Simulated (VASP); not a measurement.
# SrCd (Pm-3m) in VASP: notebook

SrCd is run at these levels: LDA; tasks: single point, relaxation of cell and atoms.

All numbers are computed with VASP 6.6.1; they aren't measurements. Logs are shortened: lines on timing, memory, paths and dates and some standing lists are left out, and cuts for length are marked.

**1. The cell of the first run**

Symmetry: Pm-3m, No. 221, cubic system. The conventional cell has a = 3.896 Å, b = 3.896 Å, c = 3.896 Å, α = 90.00°, β = 90.00°, γ = 90.00°. Within 4.4 Å of Sr (site symmetry m-3m) lie 8 Cd at 3.37 Å and 6 Sr at 3.90 Å. Within 4.4 Å of Cd (site symmetry m-3m) lie 8 Sr at 3.37 Å and 6 Cd at 3.90 Å.

**2. Single point, LDA**

INCAR reads:

```
PREC     = Accurate       # precision mode
ENCUT    = 520            # plane-wave cutoff, eV
EDIFF    = 1E-6           # SCF threshold, eV
ISMEAR   = 1              # smearing method
SIGMA    = 0.05           # smearing width, eV
LREAL    = False          # projectors in reciprocal space
LASPH    = True           # aspherical terms in the spheres
NELM     = 100            # most SCF steps
ALGO     = Normal         # electronic algorithm
ISIF     = 2              # what is computed and relaxed
LWAVE    = False          # write WAVECAR
LCHARG   = False          # write CHGCAR
NBANDS   = 18             # bands
```

KPOINTS reads:

```
Automatic mesh
0
Gamma
  12 12 12
```

POSCAR reads:

```
SrCd
1.0
    3.8960057117      0.0000000000      0.0000000000
    0.0000000000      3.8960057117      0.0000000000
    0.0000000000      0.0000000000      3.8960057117
Sr Cd
1 1
Direct
    0.5000000000      0.5000000000      0.5000000000
    0.0000000000      0.0000000000      0.0000000000
```

Potentials or basis: VASP PAW LDA potentials, release 64 (Sr_sv, Cd).

Started as:

```bash
$ cat potpaw_LDA.64/Sr_sv/POTCAR potpaw_LDA.64/Cd/POTCAR > POTCAR
$ mpirun -np 1 vasp_std > vasp.out
```

OUTCAR:

```text
PREC = Accurate
   ENCUT = 520
   EDIFF = 1E-6
   ISMEAR = 1
   LREAL = False
   LASPH = True
   NELM = 100
   ISIF = 2

 ion  position               nearest neighbor table
   1  0.500  0.500  0.500-   2 3.37   2 3.37   2 3.37   2 3.37   2 3.37   2 3.37   2 3.37   2 3.37

   2  0.000  0.000  0.000-   1 3.37   1 3.37   1 3.37   1 3.37   1 3.37   1 3.37   1 3.37   1 3.37

  LATTYP: Found a simple cubic cell.
 ALAT       =     3.8960057117

  Lattice vectors:

 A1 = (   3.8960057117,   0.0000000000,   0.0000000000)
 A2 = (   0.0000000000,   3.8960057117,   0.0000000000)
 A3 = (   0.0000000000,   0.0000000000,   3.8960057117)

Analysis of symmetry for initial positions (statically):
=====================================================================
 Subroutine PRICEL returns:
 Original cell was already a primitive cell.

 Routine SETGRP: Setting up the symmetry group for a
 simple cubic supercell.

 Subroutine GETGRP returns: Found 48 space group operations
 (whereof 48 operations were pure point group operations)
 out of a pool of 48 trial point group operations.

The static configuration has the point symmetry O_h .

Analysis of symmetry for dynamics (positions and initial velocities):
=====================================================================
 Subroutine PRICEL returns:
 Original cell was already a primitive cell.

 Routine SETGRP: Setting up the symmetry group for a
 simple cubic supercell.

 Subroutine GETGRP returns: Found 48 space group operations
 (whereof 48 operations were pure point group operations)
 out of a pool of 48 trial point group operations.

The dynamic configuration has the point symmetry O_h .

 Subroutine INISYM returns: Found 48 space group operations
 (whereof 48 operations are pure point group operations),
 and found     1 'primitive' translations

----------------------------------------------------------------------------------------

                                     Primitive cell

  volume of cell :      59.1369

  direct lattice vectors                    reciprocal lattice vectors
     3.896005712  0.000000000  0.000000000     0.256673135  0.000000000  0.000000000
     0.000000000  3.896005712  0.000000000     0.000000000  0.256673135  0.000000000
     0.000000000  0.000000000  3.896005712     0.000000000  0.000000000  0.256673135

  length of vectors
     3.896005712  3.896005712  3.896005712     0.256673135  0.256673135  0.256673135

  position of ions in fractional coordinates (direct lattice)
     0.500000000  0.500000000  0.500000000
     0.000000000  0.000000000  0.000000000

  ion indices of the primitive-cell ions
   primitive index   ion index
                 1           1
                 2           2

----------------------------------------------------------------------------------------

 KPOINTS: Automatic mesh

Automatic generation of k-mesh.
 Grid dimensions read from file:
 generate k-points for:   12   12   12

 Generating k-lattice:

  Cartesian coordinates                     Fractional coordinates (reciprocal lattice)
     0.021389428  0.000000000  0.000000000     0.083333333  0.000000000  0.000000000
     0.000000000  0.021389428  0.000000000     0.000000000  0.083333333  0.000000000
     0.000000000  0.000000000  0.021389428     0.000000000  0.000000000  0.083333333

  Length of vectors
     0.021389428  0.021389428  0.021389428

  Shift w.r.t. Gamma in fractional coordinates (k-lattice)
     0.000000000  0.000000000  0.000000000

 Subroutine IBZKPT returns following result:
 ===========================================

 Found     84 irreducible k-points:

 Following reciprocal coordinates:
            Coordinates               Weight
  0.000000  0.000000  0.000000      1.000000
  0.083333  0.000000  0.000000      6.000000
  0.166667  0.000000  0.000000      6.000000
  0.250000  0.000000  0.000000      6.000000
  0.333333  0.000000  0.000000      6.000000
  0.416667  0.000000  0.000000      6.000000
[... 16 lines left out ...]
  0.333333  0.333333  0.000000     12.000000
  0.416667  0.333333  0.000000     24.000000
 [... further k-points ...]
   k-points           NKPTS =     84   k-points in BZ     NKDIM =     84   number of bands    NBANDS=     18
   number of dos      NEDOS =    301   number of ions     NIONS =      2
   total plane-waves  NPLWV =  27000
   dimension x,y,z NGX =    30 NGY =   30 NGZ =   30
   dimension x,y,z NGXF=    60 NGYF=   60 NGZF=   60
   ions per type =               1   1
   NGX,Y,Z   is equivalent  to a cutoff of  12.80, 12.80, 12.80 a.u.
   NGXF,Y,Z  is equivalent  to a cutoff of  25.60, 25.60, 25.60 a.u.
 SYSTEM =  unknown system
   PREC   = accura    normal or accurate (medium, high low for compatibility)
   ISTART =      0    job   : 0-new  1-cont  2-samecut
   ICHARG =      2    charge: 1-file 2-atom 10-const
   ISPIN  =      1    spin polarized calculation?
   LNONCOLLINEAR =      F non collinear calculations
   LSORBIT =      F    spin-orbit coupling
   LASPH  =      T    aspherical Exc in radial PAW
   ENCUT  =  520.0 eV  38.22 Ry    6.18 a.u.   7.24  7.24  7.24*2*pi/ulx,y,z
   NELM   =    100;   NELMIN=  2; NELMDL= -5     # of ELM steps
   EDIFF  = 0.1E-05   stopping-criterion for ELM
   LREAL  =      F    real-space projection
   EDIFFG = 0.1E-04   stopping-criterion for IOM
   NSW    =      0    number of steps for IOM
   IBRION =     -1    ionic relax: 0-MD 1-quasi-New 2-CG
   NFREE  =      0    steps in history (QN), initial steepest desc. (CG)
   ISIF   =      2    stress and relaxation
   ISYM   =      2    0-nonsym 1-usesym 2-fastsym
   POTIM  = 0.5000    time-step for ionic-motion
   TEBEG  =    0.0;   TEEND  =   0.0 temperature during run
   PSTRESS=    0.0 pullay stress
   NELECT =      22.0000    total number of electrons
   NUPDOWN=      -1.0000    fix difference up-down
   EMIN   =  10.00;   EMAX   =-10.00  energy-range for DOS
   EFERMI =   0.00;   METHOD = LEGACY
   ISMEAR =     1;   SIGMA  =   0.05  broadening in eV -4-tet -1-fermi 0-gaus
   EFERMI_NEDOS =   21; number of points for ismear=-14 and -15
   IALGO  =     38    algorithm
   IMIX   =      4    mixing-type and parameters
     AMIX     =   0.40;   BMIX     =  1.00
     AMIX_MAG =   1.60;   BMIX_MAG =  1.00
  volume/ion in A,a.u.               =      29.57       199.54
  Fermi-wavevector in a.u.,A,eV,Ry     =   1.177415  2.224991 18.861831  1.386305
  Thomas-Fermi vector in A             =   2.313762
   LORBIT       =      0    0 simple, 1 ext, 2 COOP (PROOUT), +10 PAW based schemes
   GGA     = CA    functional components
   LHFCALC =     F    Hartree Fock is set to
   AEXX    =    0.0000 exact exchange contribution
   IVDW    =     0    specifies the selected vdW correction
   LEPSILON=     F    determine dielectric tensor
   LRPA    =     F    only Hartree local field effects (RPA)
 non-spin polarized calculation
 Methfessel and Paxton  Order N= 1 SIGMA  =   0.05
  energy-cutoff  :      520.00
  volume of cell :       59.14
 maximum number of plane-waves:      1622
 NGX is ok and might be reduce to    30
   NGX = 15   NGY = 15   NGZ = 15

 number of electron      22.0000005 magnetization

 Free energy of the ion-electron system (eV)
  ---------------------------------------------------
  ext. energy  EPLUGINS =         0.00000000
  ---------------------------------------------------
  free energy    TOTEN  =        -4.10694382 eV

  energy without entropy =       -4.10692456  energy(sigma->0) =       -4.10693740

 E-fermi :   2.4665     XC(G=0):  -9.7838

 val. band max:        2.4639377216   @ k =   0.5000   0.5000   0.0833
 cond. band min:       2.4991835705   @ k =   0.2500   0.0833   0.0833
 fundamental gap:      0.0352458490
 Fermi energy:         2.4664956750

 k-point     1 :       0.0000    0.0000    0.0000
  band No.  band energies     occupation
      1     -32.9506      2.00000
      2     -14.9854      2.00000
      3     -14.9854      2.00000
      4     -14.9854      2.00000
      5      -6.2875      2.00000
      6      -6.2875      2.00000
[... 10 lines left out ...]
     17       7.9466      0.00000
     18       7.9466      0.00000

 k-point     2 :       0.0833    0.0000    0.0000
  band No.  band energies     occupation
      1     -32.9494      2.00000
      2     -15.0074      2.00000
      3     -14.9839      2.00000
      4     -14.9839      2.00000
      5      -6.2851      2.00000
      6      -6.2729      2.00000
[... 10 lines left out ...]
     17       8.3127      0.00000
     18       8.3127      0.00000

 k-point     3 :       0.1667    0.0000    0.0000
  band No.  band energies     occupation
      1     -32.9461      2.00000
      2     -15.0670      2.00000
      3     -14.9798      2.00000
      4     -14.9798      2.00000
      5      -6.2783      2.00000
      6      -6.2330      2.00000
[... 10 lines left out ...]
     17       8.9998      0.00000
     18       8.9998      0.00000

 k-point     4 :       0.2500    0.0000    0.0000
  band No.  band energies     occupation
      1     -32.9416      2.00000
      2     -15.1467      2.00000
      3     -14.9742      2.00000
      4     -14.9742      2.00000
      5      -6.2690      2.00000
      6      -6.1787      2.00000
[... 375 lines left out ...]
      4     -14.9462      2.00000
      5      -6.2097      2.00000
      6      -6.2021      2.00000
[... 10 lines left out ...]
     17       9.7419      0.00000
     18       9.8921      0.00000

 k-point    23 :       0.3333    0.3333    0.0000
  band No.  band energies     occupation
      1     -32.9240      2.00000
      2     -15.1938      2.00000
      3     -15.1792      2.00000
      4     -14.9456      2.00000
      5      -6.2187      2.00000
      6      -6.1973      2.00000
[... 10 lines left out ...]
     17       8.6361      0.00000
     18      10.5201      0.00000

 k-point    24 :       0.4167    0.3333    0.0000
  band No.  band energies     occupation
      1     -32.9208      2.00000
      2     -15.2381      2.00000
      3     -15.1768      2.00000
      4     -14.9399      2.00000
      5      -6.2405      2.00000
      6      -6.1920      2.00000
[... 10 lines left out ...]
     17       9.0029      0.00000
     18      10.0344      0.00000

 [... further k-points ...]

------------------------ aborting loop because EDIFF is reached ----------------------------------------

  FORCE on cell =-STRESS in cart. coord.  units (eV):
  Direction    XX          YY          ZZ          XY          YZ          ZX
  --------------------------------------------------------------------------------------
  -------------------------------------------------------------------------------------
  Total        0.0466355      0.0466355      0.0466355      0.0000000      0.0000000     -0.0000000
  in kB        1.2634804      1.2634804      1.2634804      0.0000000      0.0000000     -0.0000000
  external PRESSURE =       1.2634804 kB  Pullay stress =       0.0000000 kB

 VOLUME and BASIS-vectors are now :
 -----------------------------------------------------------------------------
  energy-cutoff  :      520.00
  volume of cell :       59.14
      direct lattice vectors                 reciprocal lattice vectors
     3.896005712  0.000000000  0.000000000     0.256673135  0.000000000  0.000000000
     0.000000000  3.896005712  0.000000000     0.000000000  0.256673135  0.000000000
     0.000000000  0.000000000  3.896005712     0.000000000  0.000000000  0.256673135

 POSITION                                       TOTAL-FORCE (eV/Angst)
 -----------------------------------------------------------------------------------
      1.94800      1.94800      1.94800         0.000000      0.000000      0.000000
      0.00000      0.00000      0.00000         0.000000      0.000000      0.000000
 -----------------------------------------------------------------------------------
    total drift:                                0.000000      0.000000     -0.000000

  FREE ENERGIE OF THE ION-ELECTRON SYSTEM (eV)
  ---------------------------------------------------
  free  energy   TOTEN  =        -4.1069438175 eV

  energy  without entropy=       -4.1069245581  energy(sigma->0) =       -4.10693740
```

Wall time 32 s (1 thread of Intel Xeon 6975P-C (Granite Rapids), shared host); peak memory 0.21 GiB.

What came out:

* Free energy: -4.1069 eV
* Pressure: 0.1 GPa
* Band gap on the k mesh: zero (bands 11 and 12 overlap by 2.27 eV)

**3. Relaxation of cell and atoms, LDA**

This run uses another cell than the first one, of 32.07 Å³/atom.

INCAR reads:

```
SYSTEM = SrCd
PREC = Accurate
ENCUT = 600
EDIFF = 1E-6
ISMEAR = 1
SIGMA = 0.05
LREAL = .False.
LASPH = .True.
NELM = 60
ALGO = Normal
ISIF = 3
LWAVE = .False.
LCHARG = .False.
IBRION = 2
NSW = 80
EDIFFG = -0.02
```

KPOINTS reads:

```
regular mesh
0
Gamma
  12 12 12
  0 0 0
```

POSCAR reads:

```
SrCd
1.0
    4.0030000000      0.0000000000      0.0000000000
    0.0000000000      4.0030000000      0.0000000000
    0.0000000000      0.0000000000      4.0030000000
Sr Cd
1 1
Direct
    0.5000000000      0.5000000000      0.5000000000
    0.0000000000      0.0000000000      0.0000000000
```

Potentials or basis: VASP PAW LDA potentials, release 64 (Sr_sv, Cd).

Started as:

```bash
$ cat potpaw_LDA.64/Sr_sv/POTCAR potpaw_LDA.64/Cd/POTCAR > POTCAR
$ mpirun -np 1 vasp_std > vasp.out
```

It took 67 s on 1 thread of Intel Xeon 6975P-C (Granite Rapids), shared host; peak memory 0.25 GiB.

Results (log left out):

| Quantity | Value |
| --- | --- |
| Free energy | -4.1080 eV |
| Relaxed volume | 29.67 Å³/atom |
| Relaxed cell | a = 3.901 Å, b = 3.901 Å, c = 3.901 Å, α = 90.00°, β = 90.00°, γ = 90.00° |
| Space group after relaxing (to 0.1 Å) | Pm-3m (No. 221) |
| Energy gained by relaxing | 17.1 meV/atom |
| Ionic steps | 3 |
| Pressure after relaxing | 0.0 GPa |
| Band gap on the k mesh | zero (bands 11 and 12 overlap by 2.26 eV) |

The path:
```
step  energy change (eV)  largest force (eV/Å)  pressure (GPa)  volume (Å³)
   1              0.0000                0.0000           -2.08        64.14
   2             -0.0323                0.0000           -0.54        60.35
   3             -0.0341                0.0000           -0.03        59.34
```

Final structure:
```
CELL_PARAMETERS angstrom
3.90056 0.00000 0.00000
0.00000 3.90056 0.00000
0.00000 0.00000 3.90056
ATOMIC_POSITIONS crystal
Sr 0.50000 0.50000 0.50000
Cd 0.00000 0.00000 0.00000
```

Levels at points of the mesh, in eV from the Fermi level:
| k point | band 8 | band 9 | band 10 | band 11 | band 12 | band 13 | band 14 | band 15 |
| --- | --- | --- | --- | --- | --- | --- | --- | --- |
| (0.00, 0.00, 0.00) | -8.56 | -8.56 | -6.08 | 1.31 | 1.31 | 4.28 | 4.28 | 4.28 |
| (0.50, 0.00, 0.00) | -8.54 | -8.53 | -3.64 | -2.54 | 1.68 | 2.25 | 2.25 | 5.50 |
| (0.50, 0.50, 0.00) | -8.64 | -8.40 | -3.29 | 0.08 | 0.08 | 1.20 | 4.01 | 4.01 |
| (0.50, 0.50, 0.50) | -8.40 | -8.40 | -0.95 | -0.95 | -0.95 | -0.68 | 5.12 | 5.12 |

LDA usually gives volumes a few per cent too small. Zero-point motion and thermal expansion aren't in these numbers.
